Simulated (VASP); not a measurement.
Write the native input for VASP 6.6.1 that does the following.

| Quantity | Value |
| --- | --- |
| Task | single point |
| Functional | PBE |
| Potentials or basis | VASP PAW PBE potentials, release 64 (Zn, O, H) |
| Cutoff | 520 eV |
| k mesh | 4 × 4 × 8 |
| Occupations | gaussian, width 0.05 eV |
| Spin | no spin polarisation |
| Dipole correction | no |
| Further INCAR settings | ALGO = Normal; EDIFF = 1e-07; NBANDS = 46 |

The structure of Zn4HO4 (a cell with a defect) lies in POSCAR:

```
Zn4HO4
1.0
    5.6098780345      0.0000000000      0.0000000000
    0.0000000000      5.6098780345      0.0000000000
    0.0000000000      0.0000000000      3.2790255992
Zn O H
4 4 1
Direct
    0.1816262562      0.1816262562      0.5000000000
    0.8183737438      0.8183737438      0.5000000000
    0.6816262562      0.3183737438      0.0000000000
    0.3183737438      0.6816262562      0.0000000000
    0.8184651117      0.1815348883      0.5000000000
    0.1815348883      0.8184651117      0.5000000000
    0.6815348883      0.6815348883      0.0000000000
    0.3184651117      0.3184651117      0.0000000000
    0.9999176225      0.6933737438      0.5000000000
```

The input as run:

INCAR

```
ALGO = Normal ; EDIFF = 1E-7
ENCUT = 520 ; GGA = PE
ISIF = 2 ; ISMEAR = 0
LASPH = True ; LCHARG = False
LREAL = False ; LWAVE = False
NBANDS = 46 ; NELM = 80
PREC = Accurate ; SIGMA = 0.05
```

KPOINTS

```
k-points
0
Gamma
  4 4 8
```

Potentials or basis: VASP PAW PBE potentials, release 64 (Zn, O, H).

The run is started by

```sh
$ cat potpaw_PBE.64/Zn/POTCAR potpaw_PBE.64/O/POTCAR potpaw_PBE.64/H/POTCAR > POTCAR
$ mpirun -np 1 vasp_std > vasp.out
```

It gave:

The pressure is 13.2 GPa and the largest force is 10.081 eV/Å.

Caveat: an odd number of electrons without spin polarisation forces a metal; a magnetic or distorted state may lie lower.

It took 8.4 min on 1 thread of AMD EPYC 7R13 Processor (Zen 3), on a shared host, peak memory 0.28 GiB.
